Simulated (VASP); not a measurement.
In3Sb:

```xyz
4
Lattice="4.8400 0.0000 0.0000 0.0000 4.8400 0.0000 0.0000 0.0000 4.8400" Properties=species:S:1:pos:R:3 pbc="T T T"
Sb    0.0000    0.0000    0.0000
In    0.0000    2.4200    2.4200
In    2.4200    0.0000    2.4200
In    2.4200    2.4200    0.0000
```

* Program: VASP 6.6.1
* Task: relaxation of cell and atoms
* Functional: LDA
* Potentials or basis: VASP PAW LDA potentials, release 64 (Sb, In_d)
* Cutoff: 600 eV
* k mesh: 4 × 4 × 4
* Occupations: gaussian, width 0.02 eV
* Spin: no spin polarisation

At the start: pressure -4.1 GPa; volume 28.34 Å³/atom.

Q: Where does the relaxation end?

A: Over 3 steps the energy falls by 57.5 meV/atom and the volume is 24.82 Å³/atom (-12.4 %); space group Pm-3m (No. 221, to 0.05 Å).

The path:
```
step  energy change (eV)  largest force (eV/Å)  pressure (GPa)  volume (Å³)
   1              0.0000                0.0000           -4.09       113.38
   2             -0.2188                0.0000           -1.36       101.93
   3             -0.2299                0.0000            0.06        99.30
```

Final structure:
```yaml
crystal:
  lattice:
    - [4.63067, 0.00000, 0.00000]
    - [0.00000, 4.63067, 0.00000]
    - [0.00000, 0.00000, 4.63067]
  atoms:
    - { symbol: Sb, position: [0.00000, 0.00000, 0.00000] }
    - { symbol: In, position: [0.00000, 0.50000, 0.50000] }
    - { symbol: In, position: [0.50000, 0.00000, 0.50000] }
    - { symbol: In, position: [0.50000, 0.50000, 0.00000] }
```
